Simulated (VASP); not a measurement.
The system is ScAl2As3.

```xyz
6
Lattice="-1.9054 2.6981 5.7734 1.9054 -2.6981 5.7734 1.9054 2.6981 -5.7734" Properties=species:S:1:pos:R:3 pbc="T T T"
Sc    0.0000    0.0000    0.0000
Al    0.0000    0.0000    7.6687
Al    0.0000    0.0000    3.8780
As    0.0000    2.6981    0.0000
As    1.9054    0.0000    1.9255
As    0.0000    2.6981    3.8479
```

- Program: VASP 6.6.1
- Task: relaxation of cell and atoms
- Functional: PBEsol
- Potentials or basis: VASP PAW PBE potentials, release 64 (Sc_sv, Al, As)
- Cutoff: 600 eV
- k mesh: 6 × 6 × 6
- Occupations: fermi-dirac, width 0.03 eV
- Spin: no spin polarisation

At the start: pressure -3.2 GPa; volume 19.79 Å³/atom.

Question: Where does the relaxation end?

Answer: Over 11 steps the energy falls by 28.4 meV/atom and the volume is 18.90 Å³/atom (-4.5 %); space group Immm (No. 71, to 0.1 Å) before and after.

Step by step:
| step | energy change (eV) | largest force (eV/Å) | pressure (GPa) | volume (Å³) |
| --- | --- | --- | --- | --- |
| 1 | 0.0000 | 0.8052 | -3.25 | 118.72 |
| 2 | -0.1164 | 0.6427 | 1.33 | 111.96 |
| 3 | -0.1165 | 0.6363 | 1.47 | 111.78 |
| 4 | -0.1633 | 0.2072 | 0.80 | 112.41 |
| 5 | -0.1678 | 0.0789 | 0.59 | 112.68 |
| 6 | -0.1678 | 0.0736 | 0.60 | 112.66 |
| 7 | -0.1693 | 0.0438 | -0.39 | 113.88 |
| 8 | -0.1698 | 0.0460 | -0.08 | 113.47 |
| 9 | -0.1702 | 0.0356 | -0.03 | 113.41 |
| 10 | -0.1705 | 0.0168 | 0.04 | 113.29 |
| 11 | -0.1706 | 0.0037 | -0.03 | 113.37 |

Final structure:
```
Sc Al As
1.0
    -1.86171    2.69876    5.64132
     1.86171   -2.69876    5.64132
     1.86171    2.69876   -5.64132
Sc Al As
1 2 3
Direct
  0.00000 0.00000 0.00000
  0.66524 0.66524 0.00000
  0.33476 0.33476 0.00000
  0.50000 0.00000 0.50000
  0.17619 0.67619 0.50000
  0.82381 0.32381 0.50000
```

Caveat: the PAW data sets were made with another functional, which shifts forces and pressure a little.
